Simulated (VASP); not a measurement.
B, 12 atoms in the cell. Symmetry: P6_3/mmc, No. 194, hexagonal system. Conventional cell: a = 2.876 Å, b = 2.876 Å, c = 11.876 Å, α = 90.00°, β = 90.00°, γ = 120.00°. B (site symmetry 3m) has 6 B at 1.78 to 1.92 Å within 2.4 Å. B (site symmetry 3m) has 7 B at 1.61 to 1.95 Å within 2.1 Å. B (site symmetry 3m) has 5 B at 1.61 to 1.78 Å within 2.1 Å. This isn't the form of B at room conditions, which is rhombohedral.

| Quantity | Value |
| --- | --- |
| Program | VASP 6.6.1 |
| Task | relaxation of cell and atoms |
| Functional | PBE |
| Potentials or basis | VASP PAW PBE potentials, release 64 (B) |
| Cutoff | 600 eV |
| k mesh | 18 × 18 × 4 |
| Occupations | gaussian, width 0.1 eV |
| Spin | no spin polarisation |
| Dipole correction | no |
| Further INCAR settings | ALGO = Normal; EDIFF = 1e-06; IBRION = 2; EDIFFG = -0.01; NSW = 100; ISIF = 3 |

Potentials or basis: VASP PAW PBE potentials, release 64 (B).

The run is started by

```bash
$ cat potpaw_PBE.64/B/POTCAR > POTCAR
$ mpirun -np 1 vasp_std > vasp.out
```

Hardware: 1 thread of Intel Xeon 8259CL (shared host).

Estimate the wall time of this run.

Run time: 10 min on 1 thread of Intel Xeon 8259CL (shared host), peak memory 0.35 GiB. Counts: scf iterations 23, k points 111, ion steps 4.
